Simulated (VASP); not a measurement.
NiO: single point with PBE+U

NiO:

```
CELL_PARAMETERS angstrom
-2.09695 -4.19390 -2.09695
-2.09695 0.00000 -2.09695
2.09695 0.00000 -2.09695
ATOMIC_POSITIONS crystal
Ni 0.00000 0.00000 0.00000
Ni 0.50000 0.00000 0.50000
O 0.00000 0.50000 0.50000
O 0.50000 0.50000 0.00000
```

- Program: VASP 6.6.1
- Task: single point
- Functional: PBE
- Potentials or basis: VASP PAW PBE potentials, release 64 (Ni, O)
- Cutoff: 520 eV
- k mesh: 5 × 8 × 7
- Occupations: fermi-dirac, width 0.03 eV
- Spin: collinear spin
- Starting moments: [2.0, 0.0, 0.0, 0.0] μB
- Hubbard terms: Ni d U = 2.9 eV

The pressure is 2.4 GPa and the band gap on the k mesh is zero (filled and empty bands overlap). The net moment is 2.03 μB per cell, the site moments are Ni +1.72, +0.03; O +0.26, -0.01 μB and the valence electrons inside the program's atomic spheres are Ni 8.94, 8.99; O 5.00, 4.99.

Stress tensor (GPa, compression positive):
```
 2.68  0.00 -0.02
 0.00  1.95  0.00
-0.02  0.00  2.67
```

Levels at points of the mesh, in eV from the Fermi level:
Spin up:
```csv
k point,band 15,band 16,band 17,band 18,band 19,band 20
"(0.00, 0.00, 0.00)",-2.62,-2.50,-2.50,-0.10,1.67,6.18
"(0.00, 0.50, 0.00)",-0.48,-0.46,0.01,2.33,5.66,5.77
```
Spin down:
```csv
k point,band 11,band 12,band 13,band 14,band 15,band 16,band 17,band 18,band 19,band 20
"(0.00, 0.00, 0.00)",-2.45,-2.45,-2.33,-2.33,-2.25,0.03,0.51,1.04,1.87,6.49
"(0.00, 0.50, 0.00)",-2.33,-2.29,-1.99,-1.93,0.10,2.49,2.85,2.87,5.79,5.83
```

Eigenvalues of the final occupation matrices:
```tsv
site	spin	trace	eigenvalues
site 1 d	1	4.96	0.97 0.97 0.97 1.02 1.02
site 1 d	2	3.27	0.18 0.18 0.97 0.97 0.97
site 2 d	1	4.16	0.24 0.97 0.97 0.97 1.01
site 2 d	2	4.13	0.21 0.97 0.97 0.97 1.01
```

Wall time 28 min on 1 thread of Oxide Virtual Turin-like Processor, on a shared host, peak memory 0.3 GiB.
